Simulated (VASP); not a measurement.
# Cu15O8 (a cell with a defect) in VASP: single point with PBE

Aim: the single point of Cu15O8 (a cell with a defect) with PBE.

Everything below comes from runs of VASP 6.6.1. Logs are shortened: lines on timing, memory, paths and dates and some standing lists are left out, and cuts for length are marked.

### Step 1. The cell of the first run

The cell holds a defect, 23 atoms: a = 7.445 Å, b = 7.445 Å, c = 7.445 Å, α = 109.47°, β = 109.47°, γ = 109.47°.

### Step 2. Single point, PBE, collinear spin (atoms taken out, then relaxed in part)

INCAR

```
SYSTEM = Cu15O8
PREC     = Accurate       ! precision mode
ENCUT    = 520            ! plane-wave cutoff, eV
EDIFF    = 1E-6           ! SCF threshold, eV
ISMEAR   = 0              ! smearing method
SIGMA    = 0.02           ! smearing width, eV
LREAL    = .False.        ! projectors in reciprocal space
LASPH    = .True.         ! aspherical terms in the spheres
NELM     = 200            ! most SCF steps
ALGO     = Normal         ! electronic algorithm
ISIF     = 2              ! what is computed and relaxed
LWAVE    = .False.        ! write WAVECAR
LCHARG   = .False.        ! write CHGCAR
ISPIN    = 2              ! spin polarisation
MAGMOM   = 0 0 0 0 0 0 0 0 0 0 0 0 0 0 0 1 0 0 0 0 1 0 0 ! initial moments
LORBIT   = 11             ! projections on sites
LMAXMIX  = 4              ! l up to which the mixer works
GGA      = PE             ! functional
NELECT   = 214.0        
NBANDS   = 128            ! bands
GGA_COMPAT= .False.      
KPAR     = 4
```

KPOINTS

```
regular mesh
0
Gamma
  3 3 3
  0 0 0
```

POSCAR

```
Cu15O8
1.0
   -4.2982238188      4.2982238188      4.2982238188
    4.2982238188     -4.2982238188      4.2982238188
    4.2982238188      4.2982238188     -4.2982238188
Cu O
15 8
Direct
   -0.0007568436     -0.0009466289      0.2492696617
   -0.0003982579      0.4994827727      0.7496412666
    0.4996804886     -0.0008484120      0.7496020190
    0.2578465839      0.4993588399      0.4967041031
    0.7563094153      0.0133108312      0.5062490940
    0.7414200819      0.4996352721      0.0024183918
    0.2427722765     -0.0148276528     -0.0072083924
    0.4996849616      0.2581523484      0.4964807596
    0.0135786064      0.7564041870      0.5066235109
   -0.0145445849      0.2422855838     -0.0075015898
    0.4996613078      0.7404599074      0.0024858145
    0.7411942058      0.7408576818      0.7383496538
    0.2577247102      0.2576818973      0.7606452566
    0.2429405999      0.7567278762      0.2495603839
    0.7564147301      0.2420687773      0.2496447915
    0.4993739317      0.4995800650      0.4824665209
    0.0053256753      0.0052222068      0.5063031380
   -0.0060877894      0.4995266665      0.0007146561
    0.4996272746     -0.0070700526      0.0004421971
   -0.0062501012     -0.0065971964     -0.0073985670
    0.4994925284      0.4989000573      0.0161909417
    0.4996543090      0.0058310327      0.4988931150
    0.0053681422      0.4993058275      0.4985511929
```

Potentials or basis: VASP PAW PBE potentials, release 64 (Cu, O).

Started as:

```sh
> cat potpaw_PBE.64/Cu/POTCAR potpaw_PBE.64/O/POTCAR > POTCAR
> mpirun -np 4 vasp_std > vasp.out
```

OUTCAR:

```text
SYSTEM = Cu15O8
   PREC = Accurate
   ENCUT = 520
   EDIFF = 1E-6
   ISMEAR = 0
   LREAL = .False.
   LASPH = .True.
   NELM = 200
   ISIF = 2
   ISPIN = 2
   LORBIT = 11
   GGA = PE
   NELECT = 214.0

 ion  position               nearest neighbor table
   1  0.999  0.999  0.249-  20 1.88  17 1.88
   2  1.000  0.499  0.750-  18 1.88  23 1.88
   3  0.500  0.999  0.750-  19 1.88  22 1.88
   4  0.258  0.499  0.497-  16 1.84  23 1.88
   5  0.756  0.013  0.506-  22 1.87  17 1.87
   6  0.741  0.500  0.002-  21 1.84  18 1.88
   7  0.243  0.985  0.993-  19 1.87  20 1.87
   8  0.500  0.258  0.496-  16 1.84  22 1.88
   9  0.014  0.756  0.507-  23 1.87  17 1.87
  10  0.985  0.242  0.992-  20 1.87  18 1.87
  11  0.500  0.740  0.002-  21 1.83  19 1.88
  12  0.741  0.741  0.738-  16 1.84  20 1.88
  13  0.258  0.258  0.761-  21 1.84  17 1.88
  14  0.243  0.757  0.250-  18 1.87  22 1.87
  15  0.756  0.242  0.250-  19 1.87  23 1.87
  16  0.499  0.500  0.482-   8 1.84   4 1.84  12 1.84
  17  0.005  0.005  0.506-   9 1.87   5 1.87   1 1.88  13 1.88
  18  0.994  0.500  0.001-  10 1.87  14 1.87   2 1.88   6 1.88
  19  0.500  0.993  0.000-  15 1.87   7 1.87   3 1.88  11 1.88
  20  0.994  0.993  0.993-  10 1.87   7 1.87   1 1.88  12 1.88
  21  0.499  0.499  0.016-  11 1.83  13 1.84   6 1.84
  22  0.500  0.006  0.499-   5 1.87  14 1.87   3 1.88   8 1.88
  23  0.005  0.499  0.499-   9 1.87  15 1.87   2 1.88   4 1.88

  LATTYP: Found a body centered cubic cell.
 ALAT       =     8.5964476376

  Lattice vectors:

 A1 = (  -4.2982238188,   4.2982238188,   4.2982238188)
 A2 = (   4.2982238188,  -4.2982238188,   4.2982238188)
 A3 = (   4.2982238188,   4.2982238188,  -4.2982238188)

Analysis of symmetry for initial positions (statically):
=====================================================================
 Subroutine PRICEL returns:
 Original cell was already a primitive cell.

 Routine SETGRP: Setting up the symmetry group for a
 body centered cubic supercell.

 Subroutine GETGRP returns: Found  1 space group operations
 (whereof  1 operations were pure point group operations)
 out of a pool of 48 trial point group operations.

The static configuration has the point symmetry C_1 .

Analysis of symmetry for dynamics (positions and initial velocities):
=====================================================================
 Subroutine PRICEL returns:
 Original cell was already a primitive cell.

 Routine SETGRP: Setting up the symmetry group for a
 body centered cubic supercell.

 Subroutine GETGRP returns: Found  1 space group operations
 (whereof  1 operations were pure point group operations)
 out of a pool of 48 trial point group operations.

The dynamic configuration has the point symmetry C_1 .

Analysis of structural, dynamic, and magnetic symmetry:
=====================================================================
 Subroutine PRICEL returns:
 Original cell was already a primitive cell.

 Routine SETGRP: Setting up the symmetry group for a
 body centered cubic supercell.

 Subroutine GETGRP returns: Found  1 space group operations
 (whereof  1 operations were pure point group operations)
 out of a pool of 48 trial point group operations.

The overall configuration has the point symmetry C_1 .

 Subroutine INISYM returns: Found  1 space group operations
 (whereof  1 operations are pure point group operations),
 and found     1 'primitive' translations

----------------------------------------------------------------------------------------

                                     Primitive cell

  volume of cell :     317.6341

  direct lattice vectors                    reciprocal lattice vectors
    -4.298223819  4.298223819  4.298223819     0.000000000  0.116327120  0.116327120
     4.298223819 -4.298223819  4.298223819     0.116327120  0.000000000  0.116327120
     4.298223819  4.298223819 -4.298223819     0.116327120  0.116327120  0.000000000

  length of vectors
     7.444742036  7.444742036  7.444742036     0.164511391  0.164511391  0.164511391

  position of ions in fractional coordinates (direct lattice)
     0.999243156  0.999053371  0.249269662
     0.999601742  0.499482773  0.749641267
     0.499680489  0.999151588  0.749602019
     0.257846584  0.499358840  0.496704103
     0.756309415  0.013310831  0.506249094
     0.741420082  0.499635272  0.002418392
[... 81 lines left out ...]
  0.333333  0.000000  0.333333      2.000000
 -0.333333 -0.333333 -0.333333      2.000000
 -0.333333  0.333333  0.333333      2.000000
  0.333333 -0.333333  0.333333      2.000000
  0.333333  0.333333 -0.333333      2.000000
   k-points           NKPTS =     14   k-points in BZ     NKDIM =     14   number of bands    NBANDS=    128
   number of dos      NEDOS =    301   number of ions     NIONS =     23
   total plane-waves  NPLWV = 175616
   dimension x,y,z NGX =    56 NGY =   56 NGZ =   56
   dimension x,y,z NGXF=   112 NGYF=  112 NGZF=  112
   ions per type =              15   8
   NGX,Y,Z   is equivalent  to a cutoff of  12.51, 12.51, 12.51 a.u.
   NGXF,Y,Z  is equivalent  to a cutoff of  25.01, 25.01, 25.01 a.u.
 SYSTEM =  Cu15O8
   PREC   = accura    normal or accurate (medium, high low for compatibility)
   ISTART =      0    job   : 0-new  1-cont  2-samecut
   ICHARG =      2    charge: 1-file 2-atom 10-const
   ISPIN  =      2    spin polarized calculation?
   LNONCOLLINEAR =      F non collinear calculations
   LSORBIT =      F    spin-orbit coupling
   LASPH  =      T    aspherical Exc in radial PAW
   ENCUT  =  520.0 eV  38.22 Ry    6.18 a.u.  13.84 13.84 13.84*2*pi/ulx,y,z
   NELM   =    200;   NELMIN=  2; NELMDL= -5     # of ELM steps
   EDIFF  = 0.1E-05   stopping-criterion for ELM
   LREAL  =      F    real-space projection
   EDIFFG = 0.1E-04   stopping-criterion for IOM
   NSW    =      0    number of steps for IOM
   IBRION =     -1    ionic relax: 0-MD 1-quasi-New 2-CG
   NFREE  =      0    steps in history (QN), initial steepest desc. (CG)
   ISIF   =      2    stress and relaxation
   ISYM   =      2    0-nonsym 1-usesym 2-fastsym
   POTIM  = 0.5000    time-step for ionic-motion
   TEBEG  =    0.0;   TEEND  =   0.0 temperature during run
   PSTRESS=    0.0 pullay stress
   NELECT =     214.0000    total number of electrons
   NUPDOWN=      -1.0000    fix difference up-down
   EMIN   =  10.00;   EMAX   =-10.00  energy-range for DOS
   EFERMI =   0.00;   METHOD = LEGACY
   ISMEAR =     0;   SIGMA  =   0.02  broadening in eV -4-tet -1-fermi 0-gaus
   EFERMI_NEDOS =   21; number of points for ismear=-14 and -15
   IALGO  =     38    algorithm
   IMIX   =      4    mixing-type and parameters
     AMIX     =   0.40;   BMIX     =  1.00
     AMIX_MAG =   1.60;   BMIX_MAG =  1.00
  volume/ion in A,a.u.               =      13.81        93.20
  Fermi-wavevector in a.u.,A,eV,Ry     =   1.435171  2.712080 28.024145  2.059717
  Thomas-Fermi vector in A             =   2.554499
   LORBIT       =     11    0 simple, 1 ext, 2 COOP (PROOUT), +10 PAW based schemes
   GGA     = PE    functional components
   LHFCALC =     F    Hartree Fock is set to
   AEXX    =    0.0000 exact exchange contribution
   IVDW    =     0    specifies the selected vdW correction
   LEPSILON=     F    determine dielectric tensor
   LRPA    =     F    only Hartree local field effects (RPA)
 spin polarized calculation
 Gauss-broadening in eV      SIGMA  =   0.02
  energy-cutoff  :      520.00
  volume of cell :      317.63
 maximum number of plane-waves:      8598
   NGX = 27   NGY = 27   NGZ = 27

 number of electron     214.0000115 magnetization      -0.0000683

 number of electron     214.0000115 magnetization       0.0001180

 Free energy of the ion-electron system (eV)
  ---------------------------------------------------
  ext. energy  EPLUGINS =         0.00000000
  ---------------------------------------------------
  free energy    TOTEN  =      -101.19372289 eV

  energy without entropy =     -101.19372289  energy(sigma->0) =     -101.19372289

 E-fermi :   4.0681     XC(G=0): -10.6339

 val. band max:        3.9425170280   @ k =   0.0000   0.0000   0.0000
 cond. band min:       4.4762471685   @ k =   0.0000   0.0000   0.0000
 fundamental gap:      0.5337301406
 Fermi energy:         4.0681412676

 spin component 1

 k-point     1 :       0.0000    0.0000    0.0000
  band No.  band energies     occupation
      1     -15.8319      1.00000
      2     -15.5439      1.00000
      3     -15.5435      1.00000
      4     -15.5395      1.00000
      5     -15.5391      1.00000
      6     -15.3358      1.00000
[... 1697 lines left out ...]
    118       7.9247      0.00000
    119       7.9609      0.00000
 Fermi energy:         4.0681412676

 spin component 2

 k-point     1 :       0.0000    0.0000    0.0000
  band No.  band energies     occupation
      1     -15.8319      1.00000
      2     -15.5439      1.00000
      3     -15.5435      1.00000
      4     -15.5395      1.00000
      5     -15.5391      1.00000
      6     -15.3358      1.00000
[... 1697 lines left out ...]
    118       7.9247      0.00000
    119       7.9609      0.00000
 [bands above 119 left out]

------------------------ aborting loop because EDIFF is reached ----------------------------------------

  FORCE on cell =-STRESS in cart. coord.  units (eV):
  Direction    XX          YY          ZZ          XY          YZ          ZX
  --------------------------------------------------------------------------------------
  -------------------------------------------------------------------------------------
  Total        6.1296863      6.1257222      6.1271836      0.0662470     -0.0978246     -0.0698706
  in kB       30.9187383     30.8987430     30.9061141      0.3341561     -0.4934368     -0.3524343
  external PRESSURE =      30.9078652 kB  Pullay stress =       0.0000000 kB

 VOLUME and BASIS-vectors are now :
 -----------------------------------------------------------------------------
  energy-cutoff  :      520.00
  volume of cell :      317.63
      direct lattice vectors                 reciprocal lattice vectors
    -4.298223819  4.298223819  4.298223819     0.000000000  0.116327120  0.116327120
     4.298223819 -4.298223819  4.298223819     0.116327120  0.000000000  0.116327120
     4.298223819  4.298223819 -4.298223819     0.116327120  0.116327120  0.000000000

 POSITION                                       TOTAL-FORCE (eV/Angst)
 -----------------------------------------------------------------------------------
      1.07060      1.07223      7.51771         0.001223      0.001962      0.002266
      1.07250      5.37175      3.22127        -0.000832      0.000277     -0.000511
      5.36880      1.07512      3.22036         0.002046     -0.001689      0.001012
      3.17302      1.09687      1.11969         0.020465     -0.013261     -0.019212
     -1.01760      5.36955      1.13203         0.008679      0.003126      0.006015
     -1.02885      1.04964      5.32394        -0.021158      0.011762      0.014500
[... 15 lines left out ...]
      0.02179      4.26692      0.02833        -0.013120     -0.001609      0.001836
      4.26594      0.01983      0.02632        -0.000372     -0.006887     -0.000570
 -----------------------------------------------------------------------------------
    total drift:                                0.002337      0.000554      0.002236

  FREE ENERGIE OF THE ION-ELECTRON SYSTEM (eV)
  ---------------------------------------------------
  free  energy   TOTEN  =      -101.1937228868 eV

  energy  without entropy=     -101.1937228868  energy(sigma->0) =     -101.19372289

 total charge

# of ion       s       p       d       tot
------------------------------------------
    1        0.408   0.300   9.237   9.946
    2        0.408   0.300   9.237   9.946
    3        0.408   0.300   9.237   9.946
    4        0.434   0.320   9.220   9.973
    5        0.413   0.299   9.239   9.951
    6        0.434   0.319   9.220   9.972
[... 15 lines left out ...]
   22        1.545   3.465   0.000   5.010
   23        1.545   3.465   0.000   5.010
--------------------------------------------------
tot         18.695  32.234 138.466 189.395

 magnetization (x)

# of ion       s       p       d       tot
------------------------------------------
    1       -0.000  -0.000   0.000  -0.000
    2       -0.000  -0.000   0.000  -0.000
    3       -0.000  -0.000   0.000  -0.000
    4        0.000   0.000  -0.000  -0.000
    5       -0.000  -0.000  -0.000  -0.000
    6        0.000   0.000  -0.000  -0.000
[... 15 lines left out ...]
   22        0.000   0.000   0.000   0.000
   23        0.000  -0.000   0.000   0.000
--------------------------------------------------
tot         -0.000  -0.000  -0.000  -0.000
```

Wall time 13 min (4 MPI ranks of Intel Xeon Platinum 8488C (Sapphire Rapids), shared host); peak memory 1 GiB.

Results:

```
Free energy                                           : -101.1937 eV
Largest force                                         : 0.110 eV/Å
Net moment                                            : 0.00 μB per cell
Valence electrons inside the program's atomic spheres : Cu 9.95, 9.97 (each value once); O 4.98, 5.01 (each value once)
```

Forces on the atoms (eV/Å):
```
Cu   0.001  0.002  0.002
Cu  -0.001  0.000 -0.001
Cu   0.002 -0.002  0.001
Cu   0.020 -0.013 -0.019
Cu   0.009  0.003  0.006
Cu  -0.021  0.012  0.015
Cu  -0.007 -0.003 -0.005
Cu  -0.013  0.024 -0.026
Cu  -0.001  0.004  0.005
Cu   0.000 -0.004 -0.004
Cu   0.025 -0.035  0.034
Cu   0.016  0.012  0.010
Cu  -0.025 -0.020 -0.013
Cu   0.009 -0.005 -0.004
Cu  -0.007  0.005  0.003
O   -0.054 -0.052  0.066
O    0.001  0.000 -0.009
O    0.001  0.005  0.000
O    0.008  0.003 -0.003
O   -0.002 -0.001  0.004
O    0.053  0.073 -0.063
O   -0.013 -0.002  0.002
O    0.000 -0.007 -0.001
```

Caveat: the cell carries a net charge on a neutralising background, which shifts energy and pressure; the cell differs from its parent crystal (atoms taken out, then relaxed in part); the cell is charged against a uniform background, so pressure and absolute levels hang on convention.
